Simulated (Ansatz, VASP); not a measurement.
**Two plane-wave programs on HfSi2O6**

```
CELL_PARAMETERS angstrom
-5.01775 0.00299 0.01130
2.51198 -4.95495 0.06880
-0.01174 -0.08675 5.88641
ATOMIC_POSITIONS crystal
Hf 0.54168 0.00135 0.99990
Si 0.98718 0.50522 0.34498
Si 0.47959 0.49373 0.65508
O 0.42913 0.22269 0.79968
O 0.15385 0.45782 0.56808
O 0.21036 0.77923 0.20400
O 0.62748 0.75618 0.81526
O 0.69453 0.53780 0.43178
O 0.87618 0.24598 0.18123
```

Change from the starting cell: cell x1, atoms moved at random (sigma 0.05 Å) and cell strained at random (1.5 %), then relaxed without symmetry.

Alike in both runs: functional PBE; k mesh 4 × 4 × 2; occupations gaussian, width 0.1 eV; no spin polarisation.

Ansatz relaxed the structure, and its values are those at the end. VASP's run is a single point on that final structure, the one shown.

```csv
,VASP,Ansatz
version,VASP 6.6.1,Ansatz 0.2.0
potentials or method,"VASP PAW PBE potentials, release 64 (Hf_pv, Si, O), cutoff 520 eV","scalar-relativistic, plane waves, PAW"
valence electrons in the cell,54,70
```

VASP gave:

| Quantity | Value |
| --- | --- |
| gap on the k mesh at the Fermi level (eV) | 5.02 |
| least direct gap on the mesh (eV) | 5.28 |
| pressure (GPa) | -0.4 |
| rms of the force components (eV/Å) | 0.072 |

What did Ansatz give for the same quantities?

gap on the k mesh at the Fermi level (eV): 5.03; least direct gap on the mesh (eV): 5.28; pressure (GPa): 0.0; rms of the force components (eV/Å): 0.005.

VASP's potentials hold 54 valence electrons a cell and Ansatz's 70, so a difference there can come from the potentials and not from the codes.

The k mesh is coarse, so the values compare programs but aren't converged. Neither program's run includes spin-orbit coupling.
